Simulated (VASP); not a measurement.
Input of a VASP 6.6.1 run:

Contents of INCAR:

```
PREC = Accurate
ENCUT = 600
EDIFF = 1E-6
ISMEAR = 0
SIGMA = 0.1
LREAL = F
LASPH = T
NELM = 80
ALGO = Normal
ISIF = 3
LWAVE = F
LCHARG = F
GGA = PE
IBRION = 2
NSW = 90
EDIFFG = -0.04
```

Contents of KPOINTS:

```
Automatic mesh
0
Gamma
  6 6 4
```

File POSCAR:

```
H7Rh2
1.0
    4.0156316700      0.0000000000      0.0000000000
   -2.0078158300      3.4776390400      0.0000000000
    0.0000000000      0.0000000000      5.6990075100
H Rh
7 2
Direct
    0.3333333300      0.6666666700      0.2276205100
    0.3333333300      0.6666666700      0.7723794900
    0.6666666700      0.3333333300      0.7723794900
    0.6666666700      0.3333333300      0.2276205100
    0.0000000000      0.0000000000      0.5983159500
    0.0000000000      0.0000000000      0.4016840500
    0.0000000000      0.0000000000      0.0000000000
    0.3333333300      0.6666666700      0.5000000000
    0.6666666700      0.3333333300      0.5000000000
```

Potentials or basis: VASP PAW PBE potentials, release 64 (H, Rh_pv).

Launch:

```sh
$ cat potpaw_PBE.64/H/POTCAR potpaw_PBE.64/Rh_pv/POTCAR > POTCAR
$ mpirun -np 1 vasp_std > vasp.out
```

**Question.** Estimate the band gap on the k mesh.

**Answer.** Zero (an odd number of electrons rules out a gap without spin polarisation).

**Question.** Estimate the space group after relaxing (to 0.1 Å).

**Answer.** P6/mmm (No. 191).

**Question.** Predict the relaxed cell.

**Answer.** a = 4.216 Å, b = 4.216 Å, c = 4.505 Å, α = 90.00°, β = 90.00°, γ = 120.00°.

Final structure:
```cif
data_structure
_symmetry_space_group_name_H-M 'P 1'
_symmetry_Int_Tables_number 1
_cell_length_a 4.2158
_cell_length_b 4.2158
_cell_length_c 4.5047
_cell_angle_alpha 90.000
_cell_angle_beta 90.000
_cell_angle_gamma 120.000
_cell_volume 69.34
loop_
_atom_site_label
_atom_site_type_symbol
_atom_site_fract_x
_atom_site_fract_y
_atom_site_fract_z
_atom_site_occupancy
H1 H 0.33333 0.66667 0.09706 1
H2 H 0.33333 0.66667 0.90294 1
H3 H 0.66667 0.33333 0.90294 1
H4 H 0.66667 0.33333 0.09706 1
H5 H 0.00000 0.00000 0.78917 1
H6 H 0.00000 0.00000 0.21083 1
H7 H 0.00000 0.00000 0.00000 1
Rh1 Rh 0.33333 0.66667 0.50000 1
Rh2 Rh 0.66667 0.33333 0.50000 1
```

Caveat: a cell axis changed by over 15 % at a fixed basis, so the end point is rough; an odd number of electrons without spin polarisation forces a metal; a magnetic or distorted state may lie lower.
